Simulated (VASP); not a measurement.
**TiO2: single point with PBE**

The system is TiO2.

```
CELL_PARAMETERS angstrom
2.63353 -5.41331 -4.79664
2.63353 5.41331 -4.79664
10.82414 0.00000 0.00000
ATOMIC_POSITIONS crystal
Ti 0.69205 0.05795 0.25000
Ti 0.19206 0.55795 0.25000
Ti 0.44205 0.30795 0.50000
Ti 0.94205 0.80795 0.50000
Ti 0.19206 0.55795 0.75000
Ti 0.69205 0.05795 0.75000
Ti 0.94205 0.80795 0.00000
Ti 0.44205 0.30795 0.00000
Ti 0.80795 0.44205 0.25000
Ti 0.30795 0.94205 0.25000
Ti 0.55795 0.69205 0.50000
Ti 0.05795 0.19206 0.50000
Ti 0.30795 0.94205 0.75000
Ti 0.80795 0.44205 0.75000
Ti 0.05795 0.19206 0.00000
Ti 0.55795 0.69205 0.00000
O 0.72704 0.60581 0.10499
O 0.22704 0.10581 0.10499
O 0.47704 0.85581 0.35499
O 0.97704 0.35581 0.35499
O 0.22704 0.10581 0.60499
O 0.72704 0.60581 0.60499
O 0.97704 0.35581 0.85499
O 0.47704 0.85581 0.85499
O 0.77296 0.89419 0.39501
O 0.27296 0.39419 0.39501
O 0.52296 0.14419 0.64501
O 0.02296 0.64419 0.64501
O 0.27296 0.39419 0.89501
O 0.77296 0.89419 0.89501
O 0.02296 0.64419 0.14501
O 0.52296 0.14419 0.14501
O 0.64419 0.52296 0.39501
O 0.14419 0.02296 0.39501
O 0.39419 0.77296 0.64501
O 0.89419 0.27296 0.64501
O 0.14419 0.02296 0.89501
O 0.64419 0.52296 0.89501
O 0.89419 0.27296 0.14501
O 0.39419 0.77296 0.14501
O 0.85581 0.97704 0.10499
O 0.35581 0.47704 0.10499
O 0.60581 0.22704 0.35499
O 0.10581 0.72704 0.35499
O 0.35581 0.47704 0.60499
O 0.85581 0.97704 0.60499
O 0.10581 0.72704 0.85499
O 0.60581 0.22704 0.85499
```

```yaml
Program: VASP 6.6.1
Task: single point
Functional: PBE
Potentials_or_basis: VASP PAW PBE potentials, release 64 (Ti_sv, O)
Cutoff: 520 eV
k_mesh: 2 × 2 × 1
Occupations: gaussian, width 0.05 eV
Spin: no spin polarisation
Dipole_correction: no
Further_INCAR_settings: LREAL = Auto; ALGO = Normal; EDIFF = 1e-06; NBANDS = 222
```

```
Pressure               : -0.9 GPa
Largest force          : 0.113 eV/Å
Band gap on the k mesh : 2.04 eV
```

Forces in eV/Å, atoms in the order of the input:
```
Ti   0.000  0.052  0.000
Ti   0.000  0.052  0.000
Ti   0.000  0.052  0.000
Ti   0.000  0.052  0.000
Ti   0.000  0.052  0.000
Ti   0.000  0.052  0.000
Ti   0.000  0.052  0.000
Ti   0.000  0.052  0.000
Ti   0.000 -0.052  0.000
Ti   0.000 -0.052  0.000
Ti   0.000 -0.052  0.000
Ti   0.000 -0.052  0.000
Ti   0.000 -0.052  0.000
Ti   0.000 -0.052  0.000
Ti   0.000 -0.052  0.000
Ti   0.000 -0.052  0.000
O   -0.001 -0.028 -0.109
O   -0.001 -0.028 -0.109
O   -0.001 -0.028 -0.109
O   -0.001 -0.028 -0.109
O   -0.001 -0.028 -0.109
O   -0.001 -0.028 -0.109
O   -0.001 -0.028 -0.109
O   -0.001 -0.028 -0.109
O    0.001  0.028  0.109
O    0.001  0.028  0.109
O    0.001  0.028  0.109
O    0.001  0.028  0.109
O    0.001  0.028  0.109
O    0.001  0.028  0.109
O    0.001  0.028  0.109
O    0.001  0.028  0.109
O    0.001 -0.028  0.109
O    0.001 -0.028  0.109
O    0.001 -0.028  0.109
O    0.001 -0.028  0.109
O    0.001 -0.028  0.109
O    0.001 -0.028  0.109
O    0.001 -0.028  0.109
O    0.001 -0.028  0.109
O   -0.001  0.028 -0.109
O   -0.001  0.028 -0.109
O   -0.001  0.028 -0.109
O   -0.001  0.028 -0.109
O   -0.001  0.028 -0.109
O   -0.001  0.028 -0.109
O   -0.001  0.028 -0.109
O   -0.001  0.028 -0.109
```

Stress tensor (GPa, compression positive):
```
-1.09  0.00 -0.24
 0.00 -1.16  0.00
-0.24  0.00 -0.55
```

Levels at points of the mesh, in eV from the valence-band top:
```tsv
k point	band 189	band 190	band 191	band 192	band 193	band 194	band 195	band 196
(0.00, 0.00, 0.00)	-0.24	-0.24	-0.01	0.00	2.04	2.75	2.76	2.76
(0.50, 0.00, 0.00)	-0.38	-0.38	-0.16	-0.16	2.63	2.63	2.81	2.81
(0.50, 0.50, 0.00)	-0.13	-0.13	-0.02	-0.02	2.39	2.39	2.86	2.86
```

Run time: 9.2 min on 1 thread of Intel(R) Xeon(R) Platinum 8488C (Sapphire Rapids), with other jobs on the host, peak memory 0.75 GiB.

Caveat: the k points lie up to 0.66 Å⁻¹ apart. A k mesh can miss the band edges.
